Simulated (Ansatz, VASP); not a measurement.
## Two plane-wave programs on RhN

```
CELL_PARAMETERS angstrom
0.00000 2.43105 2.43105
2.43105 0.00000 2.43105
2.43105 2.43105 0.00000
ATOMIC_POSITIONS crystal
Rh 0.00000 0.00000 0.00000
N 0.25000 0.25000 0.25000
```

Alike in both runs: task single point; functional LDA; k mesh 7 × 7 × 7; occupations gaussian, width 0.05 eV; collinear spin; Hubbard terms Rh d U = 8.0 eV.

|  | VASP | Ansatz |
| --- | --- | --- |
| version | VASP 6.6.1 | Ansatz 0.2.0 |
| potentials or method | VASP PAW LDA potentials, release 64 (Rh_pv, N) | Ansatz PAW |
| plane-wave cutoff (eV) | 520 | 420 |
| valence electrons in the cell | 20 | 22 |

VASP gave:

* gap on the k mesh at the Fermi level (eV): none
* pressure (GPa): -19.0
* net moment per atom (μB): 0.80
* size of the moment on the site where the two differ most (μB): 1.80

Estimate Ansatz's values.

gap on the k mesh at the Fermi level (eV): none; pressure (GPa): -15.2; net moment per atom (μB): 0.82; size of the moment on the site where the two differ most (μB): 1.40.

LDA's correlation is that of Perdew and Zunger in VASP and of Perdew and Wang (1992) in Ansatz. Site moments also hang on the region over which each program counts them. The programs project onto different local orbitals, so the same U acts differently, and such runs can settle in different states. A gap of «none» marks a metal or a gap that the smearing closes. VASP's potentials hold 20 valence electrons a cell and Ansatz's 22, so a difference there can come from the potentials and not from the codes.

Noted on Ansatz's run: the magnetic or orbital state may not be the lowest.
